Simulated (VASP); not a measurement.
# MgB2 (P6/mmm) in VASP: further runs

Runs on MgB2. Level: PBE. Tasks: single point.

Everything below comes from runs of VASP 6.6.1. Logs are shortened: lines on timing, memory, paths and dates and some standing lists are left out, and cuts for length are marked.

**1. The cell of the first run**

It takes space group P6/mmm (No. 191, hexagonal). Conventional cell: a = 3.085 Å, b = 3.085 Å, c = 3.523 Å, α = 90.00°, β = 90.00°, γ = 120.00°. Mg (site symmetry 6/mmm) has 12 B at 2.51 Å and 6 Mg at 3.08 to 3.09 Å within 3.3 Å. B (site symmetry -6m2) has 3 B at 1.78 Å within 2.4 Å.

**2. Single point, PBE**

The input, INCAR:

```
  PREC = Accurate
  ENCUT = 520
  EDIFF = 1E-7
  ISMEAR = 0
  SIGMA = 0.025
  LREAL = False
  LASPH = True
  NELM = 100
  ALGO = Normal
  ISIF = 2
  LWAVE = False
  LCHARG = False
  GGA = PE
  NBANDS = 11
```

The input, KPOINTS:

```
regular mesh
0
Gamma
  10 10 8
```

The input, POSCAR:

```
MgB2
1.0
    3.0850000000      0.0000000000      0.0000000000
   -1.5425000000      2.6716883707      0.0000000000
    0.0000000000      0.0000000000      3.5230000000
Mg B
1 2
Direct
    0.0000000000      0.0000000000      0.0000000000
    0.6666666667      0.3333333333      0.5000000000
    0.3333333333      0.6666666667      0.5000000000
```

Potentials or basis: VASP PAW PBE potentials, release 64 (Mg, B).

Started as:

```bash
$ cat potpaw_PBE.64/Mg/POTCAR potpaw_PBE.64/B/POTCAR > POTCAR
$ mpirun -np 1 vasp_std > vasp.out
```

OUTCAR:

```text
PREC = Accurate
   ENCUT = 520
   EDIFF = 1E-7
   ISMEAR = 0
   LREAL = False
   LASPH = True
   NELM = 100
   ISIF = 2
   GGA = PE

 ion  position               nearest neighbor table
   1  0.000  0.000  0.000-   2 2.51   3 2.51   2 2.51   3 2.51   2 2.51   2 2.51   3 2.51   3 2.51
                             2 2.51   2 2.51   3 2.51   3 2.51
   2  0.667  0.333  0.500-   3 1.78   3 1.78   3 1.78   1 2.51   1 2.51   1 2.51   1 2.51   1 2.51
                             1 2.51
   3  0.333  0.667  0.500-   2 1.78   2 1.78   2 1.78   1 2.51   1 2.51   1 2.51   1 2.51   1 2.51
                             1 2.51

  LATTYP: Found a hexagonal cell.
 ALAT       =     3.0850000000
 C/A-ratio  =     1.1419773096

  Lattice vectors:

 A1 = (   3.0850000000,   0.0000000000,   0.0000000000)
 A2 = (  -1.5425000000,   2.6716883707,   0.0000000000)
 A3 = (   0.0000000000,   0.0000000000,   3.5230000000)

Analysis of symmetry for initial positions (statically):
=====================================================================
 Subroutine PRICEL returns:
 Original cell was already a primitive cell.

 Routine SETGRP: Setting up the symmetry group for a
 hexagonal supercell.

 Subroutine GETGRP returns: Found 24 space group operations
 (whereof 24 operations were pure point group operations)
 out of a pool of 24 trial point group operations.

The static configuration has the point symmetry D_6h.

Analysis of symmetry for dynamics (positions and initial velocities):
=====================================================================
 Subroutine PRICEL returns:
 Original cell was already a primitive cell.

 Routine SETGRP: Setting up the symmetry group for a
 hexagonal supercell.

 Subroutine GETGRP returns: Found 24 space group operations
 (whereof 24 operations were pure point group operations)
 out of a pool of 24 trial point group operations.

The dynamic configuration has the point symmetry D_6h.

 Subroutine INISYM returns: Found 24 space group operations
 (whereof 24 operations are pure point group operations),
 and found     1 'primitive' translations

----------------------------------------------------------------------------------------

                                     Primitive cell

  volume of cell :      29.0371

  direct lattice vectors                    reciprocal lattice vectors
     3.085000000  0.000000000  0.000000000     0.324149109  0.187147575  0.000000000
    -1.542500000  2.671688371  0.000000000     0.000000000  0.374295150  0.000000000
     0.000000000  0.000000000  3.523000000     0.000000000  0.000000000  0.283848992

  length of vectors
     3.085000000  3.085000000  3.523000000     0.374295150  0.374295150  0.283848992

  position of ions in fractional coordinates (direct lattice)
     0.000000000  0.000000000  0.000000000
     0.666666667  0.333333333  0.500000000
     0.333333333  0.666666667  0.500000000

  ion indices of the primitive-cell ions
   primitive index   ion index
                 1           1
                 2           2
                 3           3

----------------------------------------------------------------------------------------

 KPOINTS: regular mesh

Automatic generation of k-mesh.
 Grid dimensions read from file:
 generate k-points for:   10   10    8

 Generating k-lattice:

  Cartesian coordinates                     Fractional coordinates (reciprocal lattice)
     0.032414911  0.018714758  0.000000000     0.100000000  0.000000000  0.000000000
     0.000000000  0.037429515  0.000000000     0.000000000  0.100000000  0.000000000
     0.000000000  0.000000000  0.035481124     0.000000000  0.000000000  0.125000000

  Length of vectors
     0.037429515  0.037429515  0.035481124

  Shift w.r.t. Gamma in fractional coordinates (k-lattice)
     0.000000000  0.000000000  0.000000000

 Subroutine IBZKPT returns following result:
 ===========================================

 Found     70 irreducible k-points:

 Following reciprocal coordinates:
            Coordinates               Weight
  0.000000  0.000000  0.000000      1.000000
  0.100000  0.000000  0.000000      6.000000
  0.200000  0.000000  0.000000      6.000000
  0.300000  0.000000  0.000000      6.000000
  0.400000  0.000000  0.000000      6.000000
  0.500000  0.000000  0.000000      3.000000
[... 16 lines left out ...]
  0.300000  0.100000  0.125000     24.000000
  0.400000  0.100000  0.125000     24.000000
 [... further k-points ...]
   k-points           NKPTS =     70   k-points in BZ     NKDIM =     70   number of bands    NBANDS=     11
   number of dos      NEDOS =    301   number of ions     NIONS =      3
   total plane-waves  NPLWV =  16128
   dimension x,y,z NGX =    24 NGY =   24 NGZ =   28
   dimension x,y,z NGXF=    48 NGYF=   48 NGZF=   56
   ions per type =               1   2
   NGX,Y,Z   is equivalent  to a cutoff of  12.93, 12.93, 13.21 a.u.
   NGXF,Y,Z  is equivalent  to a cutoff of  25.87, 25.87, 26.43 a.u.
 SYSTEM =  unknown system
   PREC   = accura    normal or accurate (medium, high low for compatibility)
   ISTART =      0    job   : 0-new  1-cont  2-samecut
   ICHARG =      2    charge: 1-file 2-atom 10-const
   ISPIN  =      1    spin polarized calculation?
   LNONCOLLINEAR =      F non collinear calculations
   LSORBIT =      F    spin-orbit coupling
   LASPH  =      T    aspherical Exc in radial PAW
   ENCUT  =  520.0 eV  38.22 Ry    6.18 a.u.   5.74  5.74  6.55*2*pi/ulx,y,z
   NELM   =    100;   NELMIN=  2; NELMDL= -5     # of ELM steps
   EDIFF  = 0.1E-06   stopping-criterion for ELM
   LREAL  =      F    real-space projection
   EDIFFG = 0.1E-05   stopping-criterion for IOM
   NSW    =      0    number of steps for IOM
   IBRION =     -1    ionic relax: 0-MD 1-quasi-New 2-CG
   NFREE  =      0    steps in history (QN), initial steepest desc. (CG)
   ISIF   =      2    stress and relaxation
   ISYM   =      2    0-nonsym 1-usesym 2-fastsym
   POTIM  = 0.5000    time-step for ionic-motion
   TEBEG  =    0.0;   TEEND  =   0.0 temperature during run
   PSTRESS=    0.0 pullay stress
   NELECT =       8.0000    total number of electrons
   NUPDOWN=      -1.0000    fix difference up-down
   EMIN   =  10.00;   EMAX   =-10.00  energy-range for DOS
   EFERMI =   0.00;   METHOD = LEGACY
   ISMEAR =     0;   SIGMA  =   0.03  broadening in eV -4-tet -1-fermi 0-gaus
   EFERMI_NEDOS =   21; number of points for ismear=-14 and -15
   IALGO  =     38    algorithm
   IMIX   =      4    mixing-type and parameters
     AMIX     =   0.40;   BMIX     =  1.00
     AMIX_MAG =   1.60;   BMIX_MAG =  1.00
  volume/ion in A,a.u.               =       9.68        65.32
  Fermi-wavevector in a.u.,A,eV,Ry     =   1.065255  2.013040 15.439462  1.134768
  Thomas-Fermi vector in A             =   2.200801
   LORBIT       =      0    0 simple, 1 ext, 2 COOP (PROOUT), +10 PAW based schemes
   GGA     = PE    functional components
   LHFCALC =     F    Hartree Fock is set to
   AEXX    =    0.0000 exact exchange contribution
   IVDW    =     0    specifies the selected vdW correction
   LEPSILON=     F    determine dielectric tensor
   LRPA    =     F    only Hartree local field effects (RPA)
 non-spin polarized calculation
 Gauss-broadening in eV      SIGMA  =   0.03
  energy-cutoff  :      520.00
  volume of cell :       29.04
 maximum number of plane-waves:       806
 NGX is ok and might be reduce to    24
   NGX = 11   NGY = 11   NGZ = 13

 number of electron       8.0000000 magnetization

 Free energy of the ion-electron system (eV)
  ---------------------------------------------------
  ext. energy  EPLUGINS =         0.00000000
  ---------------------------------------------------
  free energy    TOTEN  =       -15.32053437 eV

  energy without entropy =      -15.32022530  energy(sigma->0) =      -15.32037984

 E-fermi :   5.3023     XC(G=0): -10.9099

 val. band max:        5.2933820591   @ k =   0.1000   0.0000   0.1250
 cond. band min:       5.3212403519   @ k =   0.3000   0.2000   0.0000
 fundamental gap:      0.0278582929
 Fermi energy:         5.3023114609

 k-point     1 :       0.0000    0.0000    0.0000
  band No.  band energies     occupation
      1      -7.1434      2.00000
      2       2.3328      2.00000
      3       5.6379      0.00000
      4       5.6379      0.00000
      5       6.9127      0.00000
      6      11.5735      0.00000
      7      11.5735      0.00000
      8      13.3400      0.00000
      9      15.2002      0.00000
     10      17.9230      0.00000
     11      21.3958      0.00000

 k-point     2 :       0.1000    0.0000    0.0000
  band No.  band energies     occupation
      1      -6.9699      2.00000
      2       2.5020      2.00000
      3       4.7825      2.00000
      4       5.2442      1.99898
      5       7.0696      0.00000
      6      11.4274      0.00000
      7      12.3172      0.00000
      8      13.7329      0.00000
      9      14.5921      0.00000
     10      18.7734      0.00000
     11      20.6077      0.00000

 k-point     3 :       0.2000    0.0000    0.0000
  band No.  band energies     occupation
      1      -6.4522      2.00000
      2       2.9251      2.00000
      3       3.0041      2.00000
      4       4.4594      2.00000
      5       7.5439      0.00000
      6      10.8856      0.00000
      7      13.0412      0.00000
      8      14.1275      0.00000
      9      14.4713      0.00000
     10      19.5365      0.00000
     11      19.8366      0.00000
[... 267 lines left out ...]
 k-point    23 :       0.3000    0.1000    0.1250
  band No.  band energies     occupation
      1      -4.8099      2.00000
      2       0.0228      2.00000
      3       2.7861      2.00000
      4       3.5537      2.00000
      5       8.9721      0.00000
      6      10.1415      0.00000
      7      11.2908      0.00000
      8      14.3626      0.00000
      9      15.8186      0.00000
     10      17.2250      0.00000
     11      19.4865      0.00000

 k-point    24 :       0.4000    0.1000    0.1250
  band No.  band energies     occupation
      1      -3.5331      2.00000
      2      -1.7714      2.00000
      3       2.4549      2.00000
      4       4.5986      2.00000
      5       7.4749      0.00000
      6      10.4689      0.00000
      7      11.5891      0.00000
      8      13.5017      0.00000
      9      15.4140      0.00000
     10      18.6601      0.00000
     11      19.6031      0.00000

 [... further k-points ...]
[... 5 lines left out ...]
  --------------------------------------------------------------------------------------
  -------------------------------------------------------------------------------------
  Total       -0.1544010     -0.1544010     -0.3028819      0.0000000     -0.0000000      0.0000000
  in kB       -8.5193639     -8.5193639    -16.7120741      0.0000000     -0.0000000      0.0000000
  external PRESSURE =     -11.2502673 kB  Pullay stress =       0.0000000 kB

 VOLUME and BASIS-vectors are now :
 -----------------------------------------------------------------------------
  energy-cutoff  :      520.00
  volume of cell :       29.04
      direct lattice vectors                 reciprocal lattice vectors
     3.085000000  0.000000000  0.000000000     0.324149109  0.187147575  0.000000000
    -1.542500000  2.671688371  0.000000000     0.000000000  0.374295150  0.000000000
     0.000000000  0.000000000  3.523000000     0.000000000  0.000000000  0.283848992

 POSITION                                       TOTAL-FORCE (eV/Angst)
 -----------------------------------------------------------------------------------
      0.00000      0.00000      0.00000         0.000000      0.000000      0.000000
      1.54250      0.89056      1.76150        -0.000000      0.000000      0.000000
     -0.00000      1.78113      1.76150         0.000000      0.000000      0.000000
 -----------------------------------------------------------------------------------
    total drift:                                0.000000     -0.000000      0.000000

  FREE ENERGIE OF THE ION-ELECTRON SYSTEM (eV)
  ---------------------------------------------------
  free  energy   TOTEN  =       -15.3205343724 eV

  energy  without entropy=      -15.3202253049  energy(sigma->0) =      -15.32037984
```

It took 15 s on 1 thread of AMD EPYC 9R45 (Zen 5), shared host; peak memory 0.13 GiB.

What came out:

* Free energy: -15.3205 eV
* Pressure: -1.1 GPa
* Band gap on the k mesh: zero (band 4 reaches 6.39 eV, above the bottom of band 5 at 3.94 eV)

**3. Single point, PBE**

The input, INCAR:

```
SYSTEM = MgB2
PREC = Accurate ; ENCUT = 520
EDIFF = 1E-6 ; ISMEAR = 0
SIGMA = 0.027000000000000003 ; LREAL = .FALSE.
LASPH = .TRUE. ; NELM = 60
ALGO = Normal ; ISIF = 2
LWAVE = .FALSE. ; LCHARG = .TRUE.
GGA = PE ; LELF = .TRUE.
LVHAR = .TRUE. ; NBANDS = 11
```

The input, KPOINTS:

```
Automatic mesh
0
G
  10 10 8
  0 0 0
```

POSCAR is that of step 2.

Potentials or basis: VASP PAW PBE potentials, release 64 (Mg, B).

Started as:

```bash
$ cat potpaw_PBE.64/Mg/POTCAR potpaw_PBE.64/B/POTCAR > POTCAR
$ mpirun -np 1 vasp_std > vasp.out
```

OUTCAR:

```text
SYSTEM = MgB2
   PREC = Accurate
   ENCUT = 520
   EDIFF = 1E-6
   ISMEAR = 0
   LREAL = .FALSE.
   LASPH = .TRUE.
   NELM = 60
   ISIF = 2
   GGA = PE

 ion  position               nearest neighbor table
   1  0.000  0.000  0.000-   2 2.51   3 2.51   2 2.51   3 2.51   2 2.51   2 2.51   3 2.51   3 2.51
                             2 2.51   2 2.51   3 2.51   3 2.51
   2  0.667  0.333  0.500-   3 1.78   3 1.78   3 1.78   1 2.51   1 2.51   1 2.51   1 2.51   1 2.51
                             1 2.51
   3  0.333  0.667  0.500-   2 1.78   2 1.78   2 1.78   1 2.51   1 2.51   1 2.51   1 2.51   1 2.51
                             1 2.51

  LATTYP: Found a hexagonal cell.
 ALAT       =     3.0850000000
 C/A-ratio  =     1.1419773096

  Lattice vectors:

 A1 = (   3.0850000000,   0.0000000000,   0.0000000000)
 A2 = (  -1.5425000000,   2.6716883707,   0.0000000000)
 A3 = (   0.0000000000,   0.0000000000,   3.5230000000)

Analysis of symmetry for initial positions (statically):
=====================================================================
 Subroutine PRICEL returns:
 Original cell was already a primitive cell.

 Routine SETGRP: Setting up the symmetry group for a
 hexagonal supercell.

 Subroutine GETGRP returns: Found 24 space group operations
 (whereof 24 operations were pure point group operations)
 out of a pool of 24 trial point group operations.

The static configuration has the point symmetry D_6h.

Analysis of symmetry for dynamics (positions and initial velocities):
=====================================================================
 Subroutine PRICEL returns:
 Original cell was already a primitive cell.

 Routine SETGRP: Setting up the symmetry group for a
 hexagonal supercell.

 Subroutine GETGRP returns: Found 24 space group operations
 (whereof 24 operations were pure point group operations)
 out of a pool of 24 trial point group operations.

The dynamic configuration has the point symmetry D_6h.

 Subroutine INISYM returns: Found 24 space group operations
 (whereof 24 operations are pure point group operations),
[... 128 lines left out ...]
   LRPA    =     F    only Hartree local field effects (RPA)
 non-spin polarized calculation
 Gauss-broadening in eV      SIGMA  =   0.03
  energy-cutoff  :      520.00
  volume of cell :       29.04
 maximum number of plane-waves:       806
 NGX is ok and might be reduce to    24
   NGX = 11   NGY = 11   NGZ = 13

 number of electron       8.0000000 magnetization

 Free energy of the ion-electron system (eV)
  ---------------------------------------------------
  ext. energy  EPLUGINS =         0.00000000
  ---------------------------------------------------
  free energy    TOTEN  =       -15.32055974 eV

  energy without entropy =      -15.32020904  energy(sigma->0) =      -15.32038439

 E-fermi :   5.3020     XC(G=0): -10.9099

 val. band max:        5.2931152374   @ k =   0.1000   0.0000   0.1250
 cond. band min:       5.3211721735   @ k =   0.3000   0.2000   0.0000
 fundamental gap:      0.0280569361
 Fermi energy:         5.3020269654

 k-point     1 :       0.0000    0.0000    0.0000
  band No.  band energies     occupation
      1      -7.1435      2.00000
      2       2.3327      2.00000
      3       5.6377      0.00000
      4       5.6377      0.00000
      5       6.9128      0.00000
      6      11.5733      0.00000
      7      11.5733      0.00000
      8      13.3400      0.00000
      9      15.2001      0.00000
     10      17.9229      0.00000
     11      21.3959      0.00000
[... 309 lines left out ...]
 k-point    24 :       0.4000    0.1000    0.1250
  band No.  band energies     occupation
      1      -3.5332      2.00000
      2      -1.7716      2.00000
      3       2.4547      2.00000
      4       4.5986      2.00000
      5       7.4749      0.00000
      6      10.4688      0.00000
      7      11.5892      0.00000
      8      13.5018      0.00000
      9      15.4140      0.00000
     10      18.6601      0.00000
     11      19.6029      0.00000

 [... further k-points ...]

------------------------ aborting loop because EDIFF is reached ----------------------------------------

  FORCE on cell =-STRESS in cart. coord.  units (eV):
  Direction    XX          YY          ZZ          XY          YZ          ZX
  --------------------------------------------------------------------------------------
  -------------------------------------------------------------------------------------
  Total       -0.1572901     -0.1572901     -0.2981566      0.0000000      0.0000000      0.0000000
  in kB       -8.6787729     -8.6787729    -16.4513452      0.0000000      0.0000000      0.0000000
  external PRESSURE =     -11.2696303 kB  Pullay stress =       0.0000000 kB

 VOLUME and BASIS-vectors are now :
 -----------------------------------------------------------------------------
  energy-cutoff  :      520.00
  volume of cell :       29.04
      direct lattice vectors                 reciprocal lattice vectors
     3.085000000  0.000000000  0.000000000     0.324149109  0.187147575  0.000000000
    -1.542500000  2.671688371  0.000000000     0.000000000  0.374295150  0.000000000
     0.000000000  0.000000000  3.523000000     0.000000000  0.000000000  0.283848992

 POSITION                                       TOTAL-FORCE (eV/Angst)
 -----------------------------------------------------------------------------------
      0.00000      0.00000      0.00000        -0.000000      0.000000      0.000000
      1.54250      0.89056      1.76150        -0.000000      0.000000      0.000000
     -0.00000      1.78113      1.76150         0.000000     -0.000000      0.000000
 -----------------------------------------------------------------------------------
    total drift:                                0.000000     -0.000000      0.000000

  FREE ENERGIE OF THE ION-ELECTRON SYSTEM (eV)
  ---------------------------------------------------
  free  energy   TOTEN  =       -15.3205597381 eV

  energy  without entropy=      -15.3202090401  energy(sigma->0) =      -15.32038439
```

Run time: 15 s. Hardware: 1 thread of AMD EPYC 9R45 (Zen 5), shared host; peak memory 0.13 GiB.

Results:

| Item | Value |
| --- | --- |
| Free energy | -15.3206 eV |
| Pressure | -1.1 GPa |
| Band gap on the k mesh | zero (band 4 reaches 6.39 eV, above the bottom of band 5 at 3.94 eV) |

Stress tensor (GPa, compression positive):
```
-0.87  0.00  0.00
 0.00 -0.87  0.00
 0.00  0.00 -1.65
```
